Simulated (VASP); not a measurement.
# ZnBi3 (Pm-3m) in VASP: a series of runs

The runs below take ZnBi3 through single point, with PBE.

Everything below comes from runs of VASP 6.6.1. Logs are shortened: lines on timing, memory, paths and dates and some standing lists are left out, and cuts for length are marked.

### Step 1. The cell of the first run

The structure is cubic, space group Pm-3m (No. 221). The conventional cell has a = 4.873 Å, b = 4.873 Å, c = 4.873 Å, α = 90.00°, β = 90.00°, γ = 90.00°. Within 4.5 Å of Bi (site symmetry 4/mmm) lie 8 Bi at 3.45 Å and 4 Zn at 3.45 Å. Zn (site symmetry m-3m) has 12 Bi at 3.45 Å within 4.5 Å.

### Step 2. Single point, PBE

INCAR

```
  ALGO = Normal
  EDIFF = 1E-7
  ENCUT = 520
  GGA = PE
  ISIF = 2
  ISMEAR = 1
  LASPH = True
  LCHARG = False
  LREAL = False
  LWAVE = False
  NBANDS = 36
  NELM = 80
  PREC = Accurate
  SIGMA = 0.05
```

KPOINTS

```
k-points
0
Gamma
  5 5 5
```

POSCAR

```
ZnBi3
1.0
    4.8731640000      0.0000000000      0.0000000000
    0.0000000000      4.8731640000      0.0000000000
    0.0000000000      0.0000000000      4.8731640000
Bi Zn
3 1
Direct
    0.5000000000      0.5000000000      0.0000000000
    0.5000000000      0.0000000000      0.5000000000
    0.0000000000      0.5000000000      0.5000000000
    0.0000000000      0.0000000000      0.0000000000
```

Potentials or basis: VASP PAW PBE potentials, release 64 (Bi_d, Zn).

Command:

```sh
> cat potpaw_PBE.64/Bi_d/POTCAR potpaw_PBE.64/Zn/POTCAR > POTCAR
> mpirun -np 1 vasp_std > vasp.out
```

OUTCAR:

```text
EDIFF = 1E-7
   ENCUT = 520
   GGA = PE
   ISIF = 2
   ISMEAR = 1
   LASPH = True
   LREAL = False
   NELM = 80
   PREC = Accurate

 ion  position               nearest neighbor table
   1  0.500  0.500  0.000-   2 3.45   3 3.45   4 3.45   2 3.45   3 3.45   2 3.45   4 3.45   2 3.45
                             3 3.45   4 3.45   3 3.45   4 3.45
   2  0.500  0.000  0.500-   1 3.45   3 3.45   4 3.45   1 3.45   4 3.45   1 3.45   3 3.45   1 3.45
                             3 3.45   4 3.45   4 3.45   3 3.45
   3  0.000  0.500  0.500-   1 3.45   2 3.45   4 3.45   1 3.45   4 3.45   2 3.45   4 3.45   4 3.45
                             1 3.45   2 3.45   1 3.45   2 3.45
   4  0.000  0.000  0.000-   1 3.45   2 3.45   3 3.45   2 3.45   3 3.45   1 3.45   3 3.45   3 3.45
                             1 3.45   2 3.45   2 3.45   1 3.45

  LATTYP: Found a simple cubic cell.
 ALAT       =     4.8731640000

  Lattice vectors:

 A1 = (   4.8731640000,   0.0000000000,   0.0000000000)
 A2 = (   0.0000000000,   4.8731640000,   0.0000000000)
 A3 = (   0.0000000000,   0.0000000000,   4.8731640000)

Analysis of symmetry for initial positions (statically):
=====================================================================
 Subroutine PRICEL returns:
 Original cell was already a primitive cell.

 Routine SETGRP: Setting up the symmetry group for a
 simple cubic supercell.

 Subroutine GETGRP returns: Found 48 space group operations
 (whereof 48 operations were pure point group operations)
 out of a pool of 48 trial point group operations.

The static configuration has the point symmetry O_h .

Analysis of symmetry for dynamics (positions and initial velocities):
=====================================================================
 Subroutine PRICEL returns:
 Original cell was already a primitive cell.

 Routine SETGRP: Setting up the symmetry group for a
 simple cubic supercell.

 Subroutine GETGRP returns: Found 48 space group operations
 (whereof 48 operations were pure point group operations)
 out of a pool of 48 trial point group operations.

The dynamic configuration has the point symmetry O_h .

 Subroutine INISYM returns: Found 48 space group operations
 (whereof 48 operations are pure point group operations),
 and found     1 'primitive' translations

----------------------------------------------------------------------------------------

                                     Primitive cell

  volume of cell :     115.7266

  direct lattice vectors                    reciprocal lattice vectors
     4.873164000  0.000000000  0.000000000     0.205205489  0.000000000  0.000000000
     0.000000000  4.873164000  0.000000000     0.000000000  0.205205489  0.000000000
     0.000000000  0.000000000  4.873164000     0.000000000  0.000000000  0.205205489

  length of vectors
     4.873164000  4.873164000  4.873164000     0.205205489  0.205205489  0.205205489

  position of ions in fractional coordinates (direct lattice)
     0.500000000  0.500000000  0.000000000
     0.500000000  0.000000000  0.500000000
     0.000000000  0.500000000  0.500000000
     0.000000000  0.000000000  0.000000000

  ion indices of the primitive-cell ions
   primitive index   ion index
                 1           1
                 2           2
                 3           3
                 4           4

----------------------------------------------------------------------------------------

 KPOINTS: k-points

Automatic generation of k-mesh.
 Grid dimensions read from file:
 generate k-points for:    5    5    5

 Generating k-lattice:

  Cartesian coordinates                     Fractional coordinates (reciprocal lattice)
     0.041041098  0.000000000  0.000000000     0.200000000  0.000000000  0.000000000
     0.000000000  0.041041098  0.000000000     0.000000000  0.200000000  0.000000000
     0.000000000  0.000000000  0.041041098     0.000000000  0.000000000  0.200000000

  Length of vectors
     0.041041098  0.041041098  0.041041098

  Shift w.r.t. Gamma in fractional coordinates (k-lattice)
     0.000000000  0.000000000  0.000000000

 Subroutine IBZKPT returns following result:
 ===========================================

 Found     10 irreducible k-points:

 Following reciprocal coordinates:
            Coordinates               Weight
  0.000000  0.000000  0.000000      1.000000
  0.200000  0.000000  0.000000      6.000000
  0.400000  0.000000  0.000000      6.000000
  0.200000  0.200000  0.000000     12.000000
  0.400000  0.200000  0.000000     24.000000
  0.400000  0.400000  0.000000     12.000000
  0.200000  0.200000  0.200000      8.000000
  0.400000  0.200000  0.200000     24.000000
  0.400000  0.400000  0.200000     24.000000
  0.400000  0.400000  0.400000      8.000000
   k-points           NKPTS =     10   k-points in BZ     NKDIM =     10   number of bands    NBANDS=     36
   number of dos      NEDOS =    301   number of ions     NIONS =      4
   total plane-waves  NPLWV =  46656
   dimension x,y,z NGX =    36 NGY =   36 NGZ =   36
   dimension x,y,z NGXF=    72 NGYF=   72 NGZF=   72
   ions per type =               3   1
   NGX,Y,Z   is equivalent  to a cutoff of  12.28, 12.28, 12.28 a.u.
   NGXF,Y,Z  is equivalent  to a cutoff of  24.56, 24.56, 24.56 a.u.
 SYSTEM =  unknown system
   PREC   = accura    normal or accurate (medium, high low for compatibility)
   ISTART =      0    job   : 0-new  1-cont  2-samecut
   ICHARG =      2    charge: 1-file 2-atom 10-const
   ISPIN  =      1    spin polarized calculation?
   LNONCOLLINEAR =      F non collinear calculations
   LSORBIT =      F    spin-orbit coupling
   LASPH  =      T    aspherical Exc in radial PAW
   ENCUT  =  520.0 eV  38.22 Ry    6.18 a.u.   9.06  9.06  9.06*2*pi/ulx,y,z
   NELM   =     80;   NELMIN=  2; NELMDL= -5     # of ELM steps
   EDIFF  = 0.1E-06   stopping-criterion for ELM
   LREAL  =      F    real-space projection
   EDIFFG = 0.1E-05   stopping-criterion for IOM
   NSW    =      0    number of steps for IOM
   IBRION =     -1    ionic relax: 0-MD 1-quasi-New 2-CG
   NFREE  =      0    steps in history (QN), initial steepest desc. (CG)
   ISIF   =      2    stress and relaxation
   ISYM   =      2    0-nonsym 1-usesym 2-fastsym
   POTIM  = 0.5000    time-step for ionic-motion
   TEBEG  =    0.0;   TEEND  =   0.0 temperature during run
   PSTRESS=    0.0 pullay stress
   NELECT =      57.0000    total number of electrons
   NUPDOWN=      -1.0000    fix difference up-down
   EMIN   =  10.00;   EMAX   =-10.00  energy-range for DOS
   EFERMI =   0.00;   METHOD = LEGACY
   ISMEAR =     1;   SIGMA  =   0.05  broadening in eV -4-tet -1-fermi 0-gaus
   EFERMI_NEDOS =   21; number of points for ismear=-14 and -15
   IALGO  =     38    algorithm
   IMIX   =      4    mixing-type and parameters
     AMIX     =   0.40;   BMIX     =  1.00
     AMIX_MAG =   1.60;   BMIX_MAG =  1.00
  volume/ion in A,a.u.               =      28.93       195.24
  Fermi-wavevector in a.u.,A,eV,Ry     =   1.292872  2.443173 22.742372  1.671517
  Thomas-Fermi vector in A             =   2.424553
   LORBIT       =      0    0 simple, 1 ext, 2 COOP (PROOUT), +10 PAW based schemes
   GGA     = PE    functional components
   LHFCALC =     F    Hartree Fock is set to
   AEXX    =    0.0000 exact exchange contribution
   IVDW    =     0    specifies the selected vdW correction
   LEPSILON=     F    determine dielectric tensor
   LRPA    =     F    only Hartree local field effects (RPA)
 non-spin polarized calculation
 Methfessel and Paxton  Order N= 1 SIGMA  =   0.05
  energy-cutoff  :      520.00
  volume of cell :      115.73
 maximum number of plane-waves:      3127
   NGX = 19   NGY = 19   NGZ = 19

 number of electron      57.0000006 magnetization

 Free energy of the ion-electron system (eV)
  ---------------------------------------------------
  ext. energy  EPLUGINS =         0.00000000
  ---------------------------------------------------
  free energy    TOTEN  =       -12.06674327 eV

  energy without entropy =      -12.06794818  energy(sigma->0) =      -12.06714491

 E-fermi :   6.7813     XC(G=0): -10.1660

 val. band max:        6.6279665747   @ k =   0.4000   0.4000   0.0000
 cond. band min:       6.8006419132   @ k =   0.2000   0.2000   0.0000
 fundamental gap:      0.1726753385
 Fermi energy:         6.7812965884

 k-point     1 :       0.0000    0.0000    0.0000
  band No.  band energies     occupation
      1     -16.5332      2.00000
      2     -16.5332      2.00000
      3     -16.5332      2.00000
      4     -16.5037      2.00000
      5     -16.4433      2.00000
      6     -16.4433      2.00000
[... 28 lines left out ...]
     35      11.7161      0.00000
     36      11.7161      0.00000

 k-point     2 :       0.2000    0.0000    0.0000
  band No.  band energies     occupation
      1     -16.5305      2.00000
      2     -16.5098      2.00000
      3     -16.5098      2.00000
      4     -16.4900      2.00000
      5     -16.4419      2.00000
      6     -16.4308      2.00000
[... 28 lines left out ...]
     35      12.7171      0.00000
     36      12.9052      0.00000

 k-point     3 :       0.4000    0.0000    0.0000
  band No.  band energies     occupation
      1     -16.5260      2.00000
      2     -16.4595      2.00000
      3     -16.4489      2.00000
      4     -16.4489      2.00000
      5     -16.4389      2.00000
      6     -16.4024      2.00000
[... 28 lines left out ...]
     35      11.6964      0.00000
     36      11.6964      0.00000

 k-point     4 :       0.2000    0.2000    0.0000
  band No.  band energies     occupation
      1     -16.5128      2.00000
      2     -16.5020      2.00000
      3     -16.5005      2.00000
      4     -16.4734      2.00000
      5     -16.4359      2.00000
      6     -16.4207      2.00000
[... 28 lines left out ...]
     35      11.8570      0.00000
     36      12.5461      0.00000

 k-point     5 :       0.4000    0.2000    0.0000
  band No.  band energies     occupation
      1     -16.5045      2.00000
      2     -16.4697      2.00000
      3     -16.4457      2.00000
      4     -16.4413      2.00000
      5     -16.4358      2.00000
      6     -16.4010      2.00000
[... 28 lines left out ...]
     35      10.5342      0.00000
     36      12.4593      0.00000

 k-point     6 :       0.4000    0.4000    0.0000
  band No.  band energies     occupation
      1     -16.4723      2.00000
      2     -16.4575      2.00000
      3     -16.4557      2.00000
      4     -16.4294      2.00000
      5     -16.4166      2.00000
      6     -16.4138      2.00000
[... 28 lines left out ...]
     35      11.3007      0.00000
     36      12.9967      0.00000

 k-point     7 :       0.2000    0.2000    0.2000
  band No.  band energies     occupation
      1     -16.5068      2.00000
      2     -16.4923      2.00000
      3     -16.4923      2.00000
      4     -16.4586      2.00000
      5     -16.4195      2.00000
      6     -16.4195      2.00000
[... 28 lines left out ...]
     35      12.7506      0.00000
     36      12.7530      0.00000

 k-point     8 :       0.4000    0.2000    0.2000
  band No.  band energies     occupation
      1     -16.4954      2.00000
      2     -16.4691      2.00000
      3     -16.4605      2.00000
      4     -16.4306      2.00000
      5     -16.4276      2.00000
      6     -16.4112      2.00000
[... 28 lines left out ...]
     35      12.0294      0.00000
     36      12.1995      0.00000

 k-point     9 :       0.4000    0.4000    0.2000
  band No.  band energies     occupation
      1     -16.4740      2.00000
      2     -16.4661      2.00000
      3     -16.4579      2.00000
      4     -16.4509      2.00000
      5     -16.4289      2.00000
      6     -16.4179      2.00000
[... 28 lines left out ...]
     35      11.7993      0.00000
     36      12.9543      0.00000

 k-point    10 :       0.4000    0.4000    0.4000
  band No.  band energies     occupation
      1     -16.4752      2.00000
      2     -16.4673      2.00000
      3     -16.4673      2.00000
      4     -16.4545      2.00000
      5     -16.4545      2.00000
      6     -16.4480      2.00000
[... 28 lines left out ...]
     35      13.1226      0.00000
     36      13.1226      0.00000

------------------------ aborting loop because EDIFF is reached ----------------------------------------

  FORCE on cell =-STRESS in cart. coord.  units (eV):
  Direction    XX          YY          ZZ          XY          YZ          ZX
  --------------------------------------------------------------------------------------
  -------------------------------------------------------------------------------------
  Total       -0.0919136     -0.0919136     -0.0919136     -0.0000000     -0.0000000     -0.0000000
  in kB       -1.2724989     -1.2724989     -1.2724989     -0.0000000     -0.0000000     -0.0000000
  external PRESSURE =      -1.2724989 kB  Pullay stress =       0.0000000 kB

 VOLUME and BASIS-vectors are now :
 -----------------------------------------------------------------------------
  energy-cutoff  :      520.00
  volume of cell :      115.73
      direct lattice vectors                 reciprocal lattice vectors
     4.873164000  0.000000000  0.000000000     0.205205489  0.000000000  0.000000000
     0.000000000  4.873164000  0.000000000     0.000000000  0.205205489  0.000000000
     0.000000000  0.000000000  4.873164000     0.000000000  0.000000000  0.205205489

 POSITION                                       TOTAL-FORCE (eV/Angst)
 -----------------------------------------------------------------------------------
      2.43658      2.43658      0.00000         0.000000      0.000000      0.000000
      2.43658      0.00000      2.43658         0.000000      0.000000      0.000000
      0.00000      2.43658      2.43658         0.000000      0.000000      0.000000
      0.00000      0.00000      0.00000         0.000000      0.000000      0.000000
 -----------------------------------------------------------------------------------
    total drift:                                0.000000      0.000000      0.000000

  FREE ENERGIE OF THE ION-ELECTRON SYSTEM (eV)
  ---------------------------------------------------
  free  energy   TOTEN  =       -12.0667432731 eV

  energy  without entropy=      -12.0679481772  energy(sigma->0) =      -12.06714491
```

It took 19 s on 1 thread of Intel Xeon Platinum 8488C (Sapphire Rapids), shared host; peak memory 0.21 GiB.

Results:

```
Free energy : -12.0667 eV
Pressure    : -0.1 GPa
```

Levels at points of the mesh, in eV from the Fermi level:
| k point | band 25 | band 26 | band 27 | band 28 | band 29 | band 30 | band 31 | band 32 |
| --- | --- | --- | --- | --- | --- | --- | --- | --- |
| (0.00, 0.00, 0.00) | -4.11 | -4.11 | -2.57 | 0.68 | 0.68 | 0.68 | 2.04 | 2.04 |

Caveat: spin-orbit coupling is left out, which moves the levels of the heavy elements.

[end of part 1 of 3]
